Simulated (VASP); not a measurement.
# LiTl2B6 (Fm-3m) in VASP: single point with PBE

Aim: the single point of LiTl2B6 with PBE.

Program: VASP 6.6.1. These are calculated values, not measurements. Logs are shortened: lines on timing, memory, paths and dates and some standing lists are left out, and cuts for length are marked.

### Step 1. The cell of the first run

Symmetry: Fm-3m, No. 225, cubic system. Conventional cell: a = 8.219 Å, b = 8.219 Å, c = 8.219 Å, α = 90.00°, β = 90.00°, γ = 90.00°. Li (site symmetry m-3m) has 12 B at 2.91 Å and 8 Tl at 3.56 Å within 3.8 Å. Within 2.7 Å of Tl (site symmetry -43m) lie 6 B at 2.05 Å. B (site symmetry mmm) has 2 Tl at 2.05 Å within 2.7 Å.

The cell was built from a structure type or drawn by symmetry, and may not be a known phase.

### Step 2. Single point, PBE

File INCAR:

```
SYSTEM = LiTl2B6
PREC = Accurate
ENCUT = 520
EDIFF = 1E-7
ISMEAR = 0
SIGMA = 0.1
LREAL = .False.
LASPH = .True.
NELM = 60
ALGO = Normal
ISIF = 2
LWAVE = .False.
LCHARG = .False.
GGA = PE
NBANDS = 34
```

File KPOINTS:

```
regular mesh
0
Gamma
  4 4 4
  0 0 0
```

File POSCAR:

```
LiTl2B6
1.0
    0.0000000000      4.1096082700      4.1096082700
    4.1096082700      0.0000000000      4.1096082700
    4.1096082700      4.1096082700      0.0000000000
Li Tl B
1 2 6
Direct
    0.0000000000      0.0000000000      0.0000000000
    0.2500000000      0.2500000000      0.2500000000
    0.7500000000      0.7500000000      0.7500000000
    0.5000000000      0.0000000000      0.0000000000
    0.0000000000      0.5000000000      0.5000000000
    0.0000000000      0.5000000000      0.0000000000
    0.5000000000      0.0000000000      0.5000000000
    0.0000000000      0.0000000000      0.5000000000
    0.5000000000      0.5000000000      0.0000000000
```

Potentials or basis: VASP PAW PBE potentials, release 64 (Li_sv, Tl_d, B).

On the command line:

```console
> cat potpaw_PBE.64/Li_sv/POTCAR potpaw_PBE.64/Tl_d/POTCAR potpaw_PBE.64/B/POTCAR > POTCAR
> mpirun -np 1 vasp_std > vasp.out
```

OUTCAR:

```text
SYSTEM = LiTl2B6
   PREC = Accurate
   ENCUT = 520
   EDIFF = 1E-7
   ISMEAR = 0
   LREAL = .False.
   LASPH = .True.
   NELM = 60
   ISIF = 2
   GGA = PE

 ion  position               nearest neighbor table
   1  0.000  0.000  0.000-
   2  0.250  0.250  0.250-   4 2.05   5 2.05   6 2.05   7 2.05   8 2.05   9 2.05   3 4.11   3 4.11
                             3 4.11   3 4.11   3 4.11   3 4.11
   3  0.750  0.750  0.750-   4 2.05   5 2.05   6 2.05   7 2.05   8 2.05   9 2.05   2 4.11   2 4.11
                             2 4.11   2 4.11   2 4.11   2 4.11
   4  0.500  0.000  0.000-   2 2.05   3 2.05
   5  0.000  0.500  0.500-   2 2.05   3 2.05
   6  0.000  0.500  0.000-   2 2.05   3 2.05
   7  0.500  0.000  0.500-   2 2.05   3 2.05
   8  0.000  0.000  0.500-   2 2.05   3 2.05
   9  0.500  0.500  0.000-   2 2.05   3 2.05

  LATTYP: Found a face centered cubic cell.
 ALAT       =     8.2192165400

  Lattice vectors:

 A1 = (   0.0000000000,   4.1096082700,   4.1096082700)
 A2 = (   4.1096082700,   0.0000000000,   4.1096082700)
 A3 = (   4.1096082700,   4.1096082700,   0.0000000000)

Analysis of symmetry for initial positions (statically):
=====================================================================
 Subroutine PRICEL returns:
 Original cell was already a primitive cell.

 Routine SETGRP: Setting up the symmetry group for a
 face centered cubic supercell.

 Subroutine GETGRP returns: Found 48 space group operations
 (whereof 48 operations were pure point group operations)
 out of a pool of 48 trial point group operations.

The static configuration has the point symmetry O_h .

Analysis of symmetry for dynamics (positions and initial velocities):
=====================================================================
 Subroutine PRICEL returns:
 Original cell was already a primitive cell.

 Routine SETGRP: Setting up the symmetry group for a
 face centered cubic supercell.

 Subroutine GETGRP returns: Found 48 space group operations
 (whereof 48 operations were pure point group operations)
 out of a pool of 48 trial point group operations.

The dynamic configuration has the point symmetry O_h .

 Subroutine INISYM returns: Found 48 space group operations
 (whereof 48 operations are pure point group operations),
 and found     1 'primitive' translations

----------------------------------------------------------------------------------------

                                     Primitive cell

  volume of cell :     138.8134

  direct lattice vectors                    reciprocal lattice vectors
     0.000000000  4.109608270  4.109608270    -0.121666097  0.121666097  0.121666097
     4.109608270  0.000000000  4.109608270     0.121666097 -0.121666097  0.121666097
     4.109608270  4.109608270  0.000000000     0.121666097  0.121666097 -0.121666097

  length of vectors
     5.811863751  5.811863751  5.811863751     0.210731862  0.210731862  0.210731862

  position of ions in fractional coordinates (direct lattice)
     0.000000000  0.000000000  0.000000000
     0.250000000  0.250000000  0.250000000
     0.750000000  0.750000000  0.750000000
     0.500000000  0.000000000  0.000000000
     0.000000000  0.500000000  0.500000000
     0.000000000  0.500000000  0.000000000
     0.500000000  0.000000000  0.500000000
     0.000000000  0.000000000  0.500000000
     0.500000000  0.500000000  0.000000000

  ion indices of the primitive-cell ions
   primitive index   ion index
                 1           1
                 2           2
                 3           3
                 4           4
                 5           5
                 6           6
                 7           7
                 8           8
                 9           9

----------------------------------------------------------------------------------------

 KPOINTS: regular mesh

Automatic generation of k-mesh.
 Grid dimensions read from file:
 generate k-points for:    4    4    4

 Generating k-lattice:

  Cartesian coordinates                     Fractional coordinates (reciprocal lattice)
    -0.030416524  0.030416524  0.030416524     0.250000000  0.000000000  0.000000000
     0.030416524 -0.030416524  0.030416524     0.000000000  0.250000000  0.000000000
     0.030416524  0.030416524 -0.030416524     0.000000000  0.000000000  0.250000000

  Length of vectors
     0.052682966  0.052682966  0.052682966

  Shift w.r.t. Gamma in fractional coordinates (k-lattice)
     0.000000000  0.000000000  0.000000000

 Subroutine IBZKPT returns following result:
 ===========================================

 Found      8 irreducible k-points:

 Following reciprocal coordinates:
            Coordinates               Weight
  0.000000  0.000000  0.000000      1.000000
  0.250000  0.000000  0.000000      8.000000
  0.500000  0.000000  0.000000      4.000000
  0.250000  0.250000  0.000000      6.000000
  0.500000  0.250000  0.000000     24.000000
 -0.250000  0.250000  0.000000     12.000000
  0.500000  0.500000  0.000000      3.000000
 -0.250000  0.500000  0.250000      6.000000
   k-points           NKPTS =      8   k-points in BZ     NKDIM =      8   number of bands    NBANDS=     34
   number of dos      NEDOS =    301   number of ions     NIONS =      9
   total plane-waves  NPLWV = 110592
   dimension x,y,z NGX =    48 NGY =   48 NGZ =   48
   dimension x,y,z NGXF=    96 NGYF=   96 NGZF=   96
   ions per type =               1   2   6
   NGX,Y,Z   is equivalent  to a cutoff of  13.73, 13.73, 13.73 a.u.
   NGXF,Y,Z  is equivalent  to a cutoff of  27.46, 27.46, 27.46 a.u.
 SYSTEM =  LiTl2B6
   PREC   = accura    normal or accurate (medium, high low for compatibility)
   ISTART =      0    job   : 0-new  1-cont  2-samecut
   ICHARG =      2    charge: 1-file 2-atom 10-const
   ISPIN  =      1    spin polarized calculation?
   LNONCOLLINEAR =      F non collinear calculations
   LSORBIT =      F    spin-orbit coupling
   LASPH  =      T    aspherical Exc in radial PAW
   ENCUT  =  520.0 eV  38.22 Ry    6.18 a.u.  10.81 10.81 10.81*2*pi/ulx,y,z
   NELM   =     60;   NELMIN=  2; NELMDL= -5     # of ELM steps
   EDIFF  = 0.1E-06   stopping-criterion for ELM
   LREAL  =      F    real-space projection
   EDIFFG = 0.1E-05   stopping-criterion for IOM
   NSW    =      0    number of steps for IOM
   IBRION =     -1    ionic relax: 0-MD 1-quasi-New 2-CG
   NFREE  =      0    steps in history (QN), initial steepest desc. (CG)
   ISIF   =      2    stress and relaxation
   ISYM   =      2    0-nonsym 1-usesym 2-fastsym
   POTIM  = 0.5000    time-step for ionic-motion
   TEBEG  =    0.0;   TEEND  =   0.0 temperature during run
   PSTRESS=    0.0 pullay stress
   NELECT =      47.0000    total number of electrons
   NUPDOWN=      -1.0000    fix difference up-down
   EMIN   =  10.00;   EMAX   =-10.00  energy-range for DOS
   EFERMI =   0.00;   METHOD = LEGACY
   ISMEAR =     0;   SIGMA  =   0.10  broadening in eV -4-tet -1-fermi 0-gaus
   EFERMI_NEDOS =   21; number of points for ismear=-14 and -15
   IALGO  =     38    algorithm
   IMIX   =      4    mixing-type and parameters
     AMIX     =   0.40;   BMIX     =  1.00
     AMIX_MAG =   1.60;   BMIX_MAG =  1.00
  volume/ion in A,a.u.               =      15.42       104.08
  Fermi-wavevector in a.u.,A,eV,Ry     =   1.141030  2.156234 17.714095  1.301949
  Thomas-Fermi vector in A             =   2.277731
   LORBIT       =      0    0 simple, 1 ext, 2 COOP (PROOUT), +10 PAW based schemes
   GGA     = PE    functional components
   LHFCALC =     F    Hartree Fock is set to
   AEXX    =    0.0000 exact exchange contribution
   IVDW    =     0    specifies the selected vdW correction
   LEPSILON=     F    determine dielectric tensor
   LRPA    =     F    only Hartree local field effects (RPA)
 non-spin polarized calculation
 Gauss-broadening in eV      SIGMA  =   0.10
  energy-cutoff  :      520.00
  volume of cell :      138.81
 maximum number of plane-waves:      3759
 NGX is ok and might be reduce to    48
   NGX = 21   NGY = 21   NGZ = 21

 number of electron      47.0000009 magnetization

 Free energy of the ion-electron system (eV)
  ---------------------------------------------------
  ext. energy  EPLUGINS =         0.00000000
  ---------------------------------------------------
  free energy    TOTEN  =       -17.53547813 eV

  energy without entropy =      -17.50610835  energy(sigma->0) =      -17.52079324

 E-fermi :   4.4901     XC(G=0):  -9.6285

 val. band max:        4.3589905520   @ k =   0.5000   0.2500   0.0000
 cond. band min:       4.5017693257   @ k =   0.5000   0.0000   0.0000
 fundamental gap:      0.1427787736
 Fermi energy:         4.4900934454

 k-point     1 :       0.0000    0.0000    0.0000
  band No.  band energies     occupation
      1     -41.6981      2.00000
      2     -10.1254      2.00000
      3     -10.1254      2.00000
      4      -9.9309      2.00000
      5      -9.9309      2.00000
      6      -9.0438      2.00000
[... 26 lines left out ...]
     33       8.7247      0.00000
     34       8.7247      0.00000

 k-point     2 :       0.2500    0.0000    0.0000
  band No.  band energies     occupation
      1     -41.6982      2.00000
      2     -10.1000      2.00000
      3     -10.1000      2.00000
      4      -9.9624      2.00000
      5      -9.9624      2.00000
      6      -9.0066      2.00000
[... 26 lines left out ...]
     33       7.9881      0.00000
     34       8.1970      0.00000
[... 183 lines left out ...]
     33       6.5538      0.00000
     34       8.6597      0.00000

 k-point     8 :      -0.2500    0.5000    0.2500
  band No.  band energies     occupation
      1     -41.6982      2.00000
      2     -10.0878      2.00000
      3     -10.0878      2.00000
      4      -9.9929      2.00000
      5      -9.9929      2.00000
      6      -8.9827      2.00000
[... 26 lines left out ...]
     33       7.4601      0.00000
     34       7.8570      0.00000

------------------------ aborting loop because EDIFF is reached ----------------------------------------

  FORCE on cell =-STRESS in cart. coord.  units (eV):
  Direction    XX          YY          ZZ          XY          YZ          ZX
  --------------------------------------------------------------------------------------
  -------------------------------------------------------------------------------------
  Total       26.5179968     26.5179968     26.5179968     -0.0000000      0.0000000     -0.0000000
  in kB      306.0694764    306.0694764    306.0694764     -0.0000000      0.0000000     -0.0000000
  external PRESSURE =     306.0694764 kB  Pullay stress =       0.0000000 kB

 VOLUME and BASIS-vectors are now :
 -----------------------------------------------------------------------------
  energy-cutoff  :      520.00
  volume of cell :      138.81
      direct lattice vectors                 reciprocal lattice vectors
     0.000000000  4.109608270  4.109608270    -0.121666097  0.121666097  0.121666097
     4.109608270  0.000000000  4.109608270     0.121666097 -0.121666097  0.121666097
     4.109608270  4.109608270  0.000000000     0.121666097  0.121666097 -0.121666097

 POSITION                                       TOTAL-FORCE (eV/Angst)
 -----------------------------------------------------------------------------------
      0.00000      0.00000      0.00000         0.000000      0.000000      0.000000
      2.05480      2.05480      2.05480        -0.000000     -0.000000     -0.000000
      6.16441      6.16441      6.16441         0.000000      0.000000      0.000000
      0.00000      2.05480      2.05480         0.000000      0.000000      0.000000
      4.10961      2.05480      2.05480         0.000000      0.000000      0.000000
      2.05480      0.00000      2.05480         0.000000      0.000000      0.000000
      2.05480      4.10961      2.05480         0.000000      0.000000      0.000000
      2.05480      2.05480      0.00000         0.000000      0.000000      0.000000
      2.05480      2.05480      4.10961         0.000000      0.000000      0.000000
 -----------------------------------------------------------------------------------
    total drift:                               -0.000000      0.000000      0.000000

  FREE ENERGIE OF THE ION-ELECTRON SYSTEM (eV)
  ---------------------------------------------------
  free  energy   TOTEN  =       -17.5354781260 eV

  energy  without entropy=      -17.5061083484  energy(sigma->0) =      -17.52079324
```

It took 99 s on 1 thread of Intel Xeon 8259CL, shared host; peak memory 0.33 GiB.

What came out:

- Free energy: -17.5355 eV
- Band gap on the k mesh: zero (an odd number of electrons rules out a gap without spin polarisation)

Caveat: the cutoff is under 1.25 times the usual one of these potentials, so pressure, stress and relaxed cells hold a basis-set (Pulay) error; spin-orbit coupling is left out, which moves the levels of the heavy elements.
